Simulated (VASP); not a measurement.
# BeS (F-43m) in VASP: notebook

The runs below take BeS through single point, with PBE.

Everything below comes from runs of VASP 6.6.1. Logs are shortened: lines on timing, memory, paths and dates and some standing lists are left out, and cuts for length are marked.

### 1 The cell of the first run

Symmetry: F-43m, No. 216, cubic system. The conventional cell has a = 3.866 Å, b = 3.866 Å, c = 3.866 Å, α = 90.00°, β = 90.00°, γ = 90.00°. Within 2.2 Å of Be (site symmetry -43m) lie 4 S at 1.67 Å. Within 2.2 Å of S (site symmetry -43m) lie 4 Be at 1.67 Å.

### 2 Single point, PBE

INCAR reads:

```
SYSTEM = BeS
ALGO = Normal ; EDIFF = 1E-7
ENCUT = 520 ; GGA = PE
ISIF = 2 ; ISMEAR = -1
LASPH = .TRUE. ; LCHARG = .FALSE.
LREAL = .FALSE. ; LWAVE = .FALSE.
NBANDS = 11 ; NELM = 60
PREC = Accurate ; SIGMA = 0.03
```

KPOINTS reads:

```
k-points
0
G
  10 10 10
  0 0 0
```

POSCAR reads:

```
BeS
1.0
    0.0000000000      1.9327811446      1.9327811446
    1.9327811446      0.0000000000      1.9327811446
    1.9327811446      1.9327811446      0.0000000000
Be S
1 1
Direct
    0.0000000000      0.0000000000      0.0000000000
    0.2500000000      0.2500000000      0.2500000000
```

Potentials or basis: VASP PAW PBE potentials, release 64 (Be, S).

On the command line:

```
> cat potpaw_PBE.64/Be/POTCAR potpaw_PBE.64/S/POTCAR > POTCAR
> mpirun -np 1 vasp_std > vasp.out
```

OUTCAR:

```text
SYSTEM = BeS
   EDIFF = 1E-7
   ENCUT = 520
   GGA = PE
   ISIF = 2
   ISMEAR = -1
   LASPH = .TRUE.
   LREAL = .FALSE.
   NELM = 60
   PREC = Accurate

 ion  position               nearest neighbor table
   1  0.000  0.000  0.000-   2 1.67   2 1.67   2 1.67   2 1.67
   2  0.250  0.250  0.250-   1 1.67   1 1.67   1 1.67   1 1.67

  LATTYP: Found a face centered cubic cell.
 ALAT       =     3.8655622892

  Lattice vectors:

 A1 = (   0.0000000000,   1.9327811446,   1.9327811446)
 A2 = (   1.9327811446,   0.0000000000,   1.9327811446)
 A3 = (   1.9327811446,   1.9327811446,   0.0000000000)

Analysis of symmetry for initial positions (statically):
=====================================================================
 Subroutine PRICEL returns:
 Original cell was already a primitive cell.

 Routine SETGRP: Setting up the symmetry group for a
 face centered cubic supercell.

 Subroutine GETGRP returns: Found 24 space group operations
 (whereof 24 operations were pure point group operations)
 out of a pool of 48 trial point group operations.

The static configuration has the point symmetry T_d .

Analysis of symmetry for dynamics (positions and initial velocities):
=====================================================================
 Subroutine PRICEL returns:
 Original cell was already a primitive cell.

 Routine SETGRP: Setting up the symmetry group for a
 face centered cubic supercell.

 Subroutine GETGRP returns: Found 24 space group operations
 (whereof 24 operations were pure point group operations)
 out of a pool of 48 trial point group operations.

The dynamic configuration has the point symmetry T_d .

 Subroutine INISYM returns: Found 24 space group operations
 (whereof 24 operations are pure point group operations),
 and found     1 'primitive' translations

----------------------------------------------------------------------------------------

                                     Primitive cell

  volume of cell :      14.4404

  direct lattice vectors                    reciprocal lattice vectors
     0.000000000  1.932781145  1.932781145    -0.258694577  0.258694577  0.258694577
     1.932781145  0.000000000  1.932781145     0.258694577 -0.258694577  0.258694577
     1.932781145  1.932781145  0.000000000     0.258694577  0.258694577 -0.258694577

  length of vectors
     2.733365308  2.733365308  2.733365308     0.448072150  0.448072150  0.448072150

  position of ions in fractional coordinates (direct lattice)
     0.000000000  0.000000000  0.000000000
     0.250000000  0.250000000  0.250000000

  ion indices of the primitive-cell ions
   primitive index   ion index
                 1           1
                 2           2

----------------------------------------------------------------------------------------

 KPOINTS: k-points

Automatic generation of k-mesh.
 Grid dimensions read from file:
 generate k-points for:   10   10   10

 Generating k-lattice:

  Cartesian coordinates                     Fractional coordinates (reciprocal lattice)
    -0.025869458  0.025869458  0.025869458     0.100000000  0.000000000  0.000000000
     0.025869458 -0.025869458  0.025869458     0.000000000  0.100000000  0.000000000
     0.025869458  0.025869458 -0.025869458     0.000000000  0.000000000  0.100000000

  Length of vectors
     0.044807215  0.044807215  0.044807215

  Shift w.r.t. Gamma in fractional coordinates (k-lattice)
     0.000000000  0.000000000  0.000000000

 Subroutine IBZKPT returns following result:
 ===========================================

 Found     47 irreducible k-points:

 Following reciprocal coordinates:
            Coordinates               Weight
  0.000000  0.000000  0.000000      1.000000
  0.100000  0.000000  0.000000      8.000000
  0.200000  0.000000  0.000000      8.000000
  0.300000  0.000000  0.000000      8.000000
  0.400000  0.000000  0.000000      8.000000
  0.500000  0.000000  0.000000      4.000000
[... 16 lines left out ...]
  0.300000  0.300000  0.000000      6.000000
  0.400000  0.300000  0.000000     24.000000
 [... further k-points ...]
   k-points           NKPTS =     47   k-points in BZ     NKDIM =     47   number of bands    NBANDS=     11
   number of dos      NEDOS =    301   number of ions     NIONS =      2
   total plane-waves  NPLWV =   8000
   dimension x,y,z NGX =    20 NGY =   20 NGZ =   20
   dimension x,y,z NGXF=    40 NGYF=   40 NGZF=   40
   ions per type =               1   1
   NGX,Y,Z   is equivalent  to a cutoff of  12.16, 12.16, 12.16 a.u.
   NGXF,Y,Z  is equivalent  to a cutoff of  24.33, 24.33, 24.33 a.u.
 SYSTEM =  BeS
   PREC   = accura    normal or accurate (medium, high low for compatibility)
   ISTART =      0    job   : 0-new  1-cont  2-samecut
   ICHARG =      2    charge: 1-file 2-atom 10-const
   ISPIN  =      1    spin polarized calculation?
   LNONCOLLINEAR =      F non collinear calculations
   LSORBIT =      F    spin-orbit coupling
   LASPH  =      T    aspherical Exc in radial PAW
   ENCUT  =  520.0 eV  38.22 Ry    6.18 a.u.   5.08  5.08  5.08*2*pi/ulx,y,z
   NELM   =     60;   NELMIN=  2; NELMDL= -5     # of ELM steps
   EDIFF  = 0.1E-06   stopping-criterion for ELM
   LREAL  =      F    real-space projection
   EDIFFG = 0.1E-05   stopping-criterion for IOM
   NSW    =      0    number of steps for IOM
   IBRION =     -1    ionic relax: 0-MD 1-quasi-New 2-CG
   NFREE  =      0    steps in history (QN), initial steepest desc. (CG)
   ISIF   =      2    stress and relaxation
   ISYM   =      2    0-nonsym 1-usesym 2-fastsym
   POTIM  = 0.5000    time-step for ionic-motion
   TEBEG  =    0.0;   TEEND  =   0.0 temperature during run
   PSTRESS=    0.0 pullay stress
   NELECT =       8.0000    total number of electrons
   NUPDOWN=      -1.0000    fix difference up-down
   EMIN   =  10.00;   EMAX   =-10.00  energy-range for DOS
   EFERMI =   0.00;   METHOD = LEGACY
   ISMEAR =    -1;   SIGMA  =   0.03  broadening in eV -4-tet -1-fermi 0-gaus
   EFERMI_NEDOS =   21; number of points for ismear=-14 and -15
   IALGO  =     38    algorithm
   IMIX   =      4    mixing-type and parameters
     AMIX     =   0.40;   BMIX     =  1.00
     AMIX_MAG =   1.60;   BMIX_MAG =  1.00
  volume/ion in A,a.u.               =       7.22        48.72
  Fermi-wavevector in a.u.,A,eV,Ry     =   1.344556  2.540842 24.597023  1.807830
  Thomas-Fermi vector in A             =   2.472540
   LORBIT       =      0    0 simple, 1 ext, 2 COOP (PROOUT), +10 PAW based schemes
   GGA     = PE    functional components
   LHFCALC =     F    Hartree Fock is set to
   AEXX    =    0.0000 exact exchange contribution
   IVDW    =     0    specifies the selected vdW correction
   LEPSILON=     F    determine dielectric tensor
   LRPA    =     F    only Hartree local field effects (RPA)
 non-spin polarized calculation
  energy-cutoff  :      520.00
  volume of cell :       14.44
 maximum number of plane-waves:       396
   NGX = 11   NGY = 11   NGZ = 11

 number of electron       7.9999998 magnetization

 Free energy of the ion-electron system (eV)
  ---------------------------------------------------
  ext. energy  EPLUGINS =         0.00000000
  ---------------------------------------------------
  free energy    TOTEN  =        -3.91748192 eV

  energy without entropy =       -3.91748128  energy(sigma->0) =       -3.91748160

 E-fermi :  14.4693     XC(G=0): -12.8200

 val. band max:       14.2110717683   @ k =   0.0000   0.0000   0.0000
 cond. band min:      14.7275129419   @ k =   0.5000   0.5000   0.0000
 fundamental gap:      0.5164411735
 Fermi energy:        14.4692941129

 k-point     1 :       0.0000    0.0000    0.0000
  band No.  band energies     occupation
      1      -6.2321      2.00000
      2      14.2111      1.99963
      3      14.2111      1.99963
      4      14.2111      1.99963
      5      18.4625      0.00000
      6      18.4625      0.00000
      7      18.4625      0.00000
      8      27.3979      0.00000
      9      27.9879      0.00000
     10      27.9879      0.00000
     11      34.0270      0.00000

 k-point     2 :       0.1000    0.0000    0.0000
  band No.  band energies     occupation
      1      -6.0049      2.00000
      2      12.3899      2.00000
      3      13.7613      2.00000
      4      13.7613      2.00000
      5      19.1055      0.00000
      6      19.1055      0.00000
      7      19.5589      0.00000
      8      27.0695      0.00000
      9      27.0695      0.00000
     10      28.0717      0.00000
     11      32.1392      0.00000

 k-point     3 :       0.2000    0.0000    0.0000
  band No.  band energies     occupation
      1      -5.3320      2.00000
      2       9.2616      2.00000
      3      12.9608      2.00000
      4      12.9608      2.00000
      5      20.0737      0.00000
      6      20.0737      0.00000
      7      20.8108      0.00000
      8      26.3152      0.00000
      9      26.3152      0.00000
     10      28.4948      0.00000
     11      32.6016      0.00000

 k-point     4 :       0.3000    0.0000    0.0000
  band No.  band energies     occupation
      1      -4.2531      2.00000
      2       6.1647      2.00000
      3      12.2986      2.00000
      4      12.2986      2.00000
      5      20.0867      0.00000
      6      20.0867      0.00000
      7      21.5249      0.00000
      8      27.5513      0.00000
      9      27.5513      0.00000
     10      27.9886      0.00000
     11      35.1007      0.00000
[... 239 lines left out ...]
 k-point    22 :      -0.2000    0.2000    0.0000
  band No.  band energies     occupation
      1      -3.8867      2.00000
      2       7.0408      2.00000
      3       8.7596      2.00000
      4      12.4764      2.00000
      5      20.0983      0.00000
      6      21.2455      0.00000
      7      23.4435      0.00000
      8      24.3136      0.00000
      9      26.6699      0.00000
     10      33.9676      0.00000
     11      35.1992      0.00000

 k-point    23 :       0.3000    0.3000    0.0000
  band No.  band energies     occupation
      1      -3.5903      2.00000
      2       8.6326      2.00000
      3       9.3691      2.00000
      4       9.3691      2.00000
      5      16.5438      0.00000
      6      18.2422      0.00000
      7      26.7620      0.00000
      8      26.7620      0.00000
      9      30.9898      0.00000
     10      36.1153      0.00000
     11      38.8502      0.00000

 k-point    24 :       0.4000    0.3000    0.0000
  band No.  band energies     occupation
      1      -2.5868      2.00000
      2       6.7163      2.00000
      3       8.4906      2.00000
      4       8.9537      2.00000
      5      16.4625      0.00000
      6      18.4263      0.00000
      7      27.2967      0.00000
      8      28.1287      0.00000
      9      32.5961      0.00000
     10      37.0969      0.00000
     11      39.3325      0.00000

 [... further k-points ...]

------------------------ aborting loop because EDIFF is reached ----------------------------------------

  FORCE on cell =-STRESS in cart. coord.  units (eV):
  Direction    XX          YY          ZZ          XY          YZ          ZX
  --------------------------------------------------------------------------------------
  -------------------------------------------------------------------------------------
  Total       20.8721292     20.8721292     20.8721292      0.0000000      0.0000000      0.0000000
  in kB     2315.7906777   2315.7906777   2315.7906777      0.0000000      0.0000000      0.0000000
  external PRESSURE =    2315.7906777 kB  Pullay stress =       0.0000000 kB

 VOLUME and BASIS-vectors are now :
 -----------------------------------------------------------------------------
  energy-cutoff  :      520.00
  volume of cell :       14.44
      direct lattice vectors                 reciprocal lattice vectors
     0.000000000  1.932781145  1.932781145    -0.258694577  0.258694577  0.258694577
     1.932781145  0.000000000  1.932781145     0.258694577 -0.258694577  0.258694577
     1.932781145  1.932781145  0.000000000     0.258694577  0.258694577 -0.258694577

 POSITION                                       TOTAL-FORCE (eV/Angst)
 -----------------------------------------------------------------------------------
      0.00000      0.00000      0.00000        -0.000000     -0.000000      0.000000
      0.96639      0.96639      0.96639         0.000000      0.000000     -0.000000
 -----------------------------------------------------------------------------------
    total drift:                               -0.000000     -0.000000     -0.000000

  FREE ENERGIE OF THE ION-ELECTRON SYSTEM (eV)
  ---------------------------------------------------
  free  energy   TOTEN  =        -3.9174819158 eV

  energy  without entropy=       -3.9174812837  energy(sigma->0) =       -3.91748160
```

Run time: 3.5 s. Hardware: 1 thread of Intel Xeon 6975P-C, shared host; peak memory 0.12 GiB.

What came out:

```
Free energy            : -3.9175 eV
Pressure               : 231.6 GPa
Band gap on the k mesh : 0.52 eV, indirect (least direct gap 4.25 eV)
```

### 3 Single point, PBE

This run uses another cell than the first one, of 7.94 Å³/atom, 1.100 times its volume.

INCAR reads:

```
PREC = Accurate
ENCUT = 520
EDIFF = 1E-7
ISMEAR = -1
SIGMA = 0.03
LREAL = F
LASPH = T
NELM = 80
ALGO = Normal
ISIF = 2
LWAVE = F
LCHARG = T
GGA = PE
LELF = T
LVHAR = T
NBANDS = 11
```

KPOINTS reads:

```
Automatic mesh
0
Gamma
  10 10 10
```

POSCAR reads:

```
BeS
1.0
    0.0000000000      1.9951715431      1.9951715431
    1.9951715431      0.0000000000      1.9951715431
    1.9951715431      1.9951715431      0.0000000000
Be S
1 1
Direct
    0.0000000000      0.0000000000      0.0000000000
    0.2500000000      0.2500000000      0.2500000000
```

Potentials or basis: VASP PAW PBE potentials, release 64 (Be, S).

On the command line:

```
> cat potpaw_PBE.64/Be/POTCAR potpaw_PBE.64/S/POTCAR > POTCAR
> mpirun -np 1 vasp_std > vasp.out
```

Run time: 4.1 s. Hardware: 1 thread of Intel Xeon 6975P-C, shared host; peak memory 0.14 GiB.

The run converged. Its results:

| Property | Result |
| --- | --- |
| Free energy | -5.7065 eV |
| Pressure | 168.7 GPa |
| Band gap on the k mesh | 0.99 eV, indirect (least direct gap 4.57 eV) |

Levels at points of the mesh, in eV from the valence-band top:
| k point | band 1 | band 2 | band 3 | band 4 | band 5 | band 6 | band 7 | band 8 |
| --- | --- | --- | --- | --- | --- | --- | --- | --- |
| (0.00, 0.00, 0.00) | -19.23 | 0.00 | 0.00 | 0.00 | 4.57 | 4.57 | 4.57 | 11.97 |
| (0.50, 0.00, 0.00) | -15.51 | -10.86 | -2.19 | -2.19 | 5.50 | 5.50 | 7.40 | 13.29 |
| (0.50, 0.50, 0.00) | -14.21 | -9.05 | -5.49 | -5.49 | 0.99 | 3.49 | 17.30 | 17.30 |

A k mesh can miss the band edges.

(Part 1 of 2 ends here.)
